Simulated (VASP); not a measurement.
Zn: single point with r2SCAN

Zn:

```
Zn
1.0
    -2.42568    2.42568    1.32325
     2.42568   -2.42568    1.32325
     2.42568    2.42568   -1.32325
Zn
2
Cartesian
  0.0000 0.0000 0.0000
  0.0000 2.4257 0.6616
```

| Item | Value |
| --- | --- |
| Program | VASP 6.6.1 |
| Task | single point |
| Functional | r2SCAN |
| Potentials or basis | VASP PAW PBE potentials, release 64 (Zn) |
| Cutoff | 520 eV |
| k mesh | 8 × 8 × 8 |
| Occupations | gaussian, width 0.1 eV |
| Spin | no spin polarisation |

```json
{"Pressure": "4.7 GPa", "Band gap on the k mesh": "zero (band 12 reaches 6.55 eV, above the bottom of band 13 at 0.25 eV)"}
```

Stress tensor (GPa, compression positive):
```
 7.34  0.00  0.00
 0.00  7.34  0.00
 0.00  0.00 -0.74
```

Levels at points of the mesh, in eV from the Fermi level:
```tsv
k point	band 9	band 10	band 11	band 12	band 13	band 14	band 15	band 16
(0.00, 0.00, 0.00)	-7.45	-7.17	-6.92	2.06	2.06	4.90	7.28	15.69
(0.50, 0.00, 0.00)	-7.19	-7.10	-2.82	-1.86	2.82	3.49	5.03	6.93
(0.50, 0.50, 0.00)	-7.29	-7.29	-6.43	-6.43	6.38	6.38	8.65	8.65
(0.50, 0.50, 0.50)	-7.41	-7.41	-3.36	-3.36	-2.42	-2.42	13.08	13.08
```

It took 2.7 min on 1 thread of Intel(R) Xeon(R) Platinum 8259CL CPU @ 2.50GHz (Skylake/Cascade Lake), with other jobs on the host, peak memory 0.17 GiB.

Caveat: the PAW data sets were made with another functional, which shifts forces and pressure a little.
